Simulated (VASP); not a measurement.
Set up this calculation in VASP 6.6.1, as the native input.

| Quantity | Value |
| --- | --- |
| Task | single point |
| Functional | HSE06 |
| Potentials or basis | VASP PAW PBE potentials, release 64 (Al) |
| Cutoff | 520 eV |
| k mesh | 7 × 7 × 7 |
| Occupations | fermi-dirac, width 0.1 eV |
| Spin | no spin polarisation |
| Dipole correction | no |
| Grid for exact exchange (PRECFOCK) | Normal |
| Further INCAR settings | ALGO = Normal; EDIFF = 1e-06; NBANDS = 8 |
| Screening parameter | 0.2079 1/Å |

Al:

```
Al
1.0
     0.00000    2.01996    2.01996
     2.01996    0.00000    2.01996
     2.01996    2.01996    0.00000
Al
1
Direct
  0.00000 0.00000 0.00000
```

These files were run (other wordings do the same):

POSCAR

```
Al
1.0
    0.0000000000      2.0199631025      2.0199631025
    2.0199631025      0.0000000000      2.0199631025
    2.0199631025      2.0199631025      0.0000000000
Al
1
Direct
    0.0000000000      0.0000000000      0.0000000000
```

INCAR.step1

```
  PREC = Accurate
  ENCUT = 520
  EDIFF = 1E-5
  ISMEAR = -1
  SIGMA = 0.1
  LREAL = False
  LASPH = True
  NELM = 60
  ALGO = Normal
  ISIF = 2
  LWAVE = True
  LCHARG = False
  GGA = PE
  NBANDS = 8
```

INCAR.step2

```
  PREC = Accurate
  ENCUT = 520
  EDIFF = 1E-6
  ISMEAR = -1
  SIGMA = 0.1
  LREAL = False
  LASPH = True
  NELM = 60
  ALGO = Normal
  ISIF = 2
  LWAVE = False
  LCHARG = False
  GGA = PE
  LHFCALC = True
  HFSCREEN = 0.2079
  PRECFOCK = Normal
  ISTART = 1
  NBANDS = 8
```

KPOINTS

```
regular mesh
0
Gamma
  7 7 7
```

Potentials or basis: VASP PAW PBE potentials, release 64 (Al).

Run with:

```console
$ cat potpaw_PBE.64/Al/POTCAR > POTCAR
$ cp INCAR.step1 INCAR
$ mpirun -np 1 vasp_std > vasp.out
$ cp INCAR.step2 INCAR
$ mpirun -np 1 vasp_std > vasp.out
```

Results of the run:

```
Pressure : -1.5 GPa
```

Caveat: the k points lie up to 0.38 Å⁻¹ apart; the PAW data sets were made with another functional, which shifts forces and pressure a little.

Wall time 80 s on 1 thread of Intel(R) Xeon(R) Platinum 8488C (Sapphire Rapids) (shared host), peak memory 0.23 GiB.
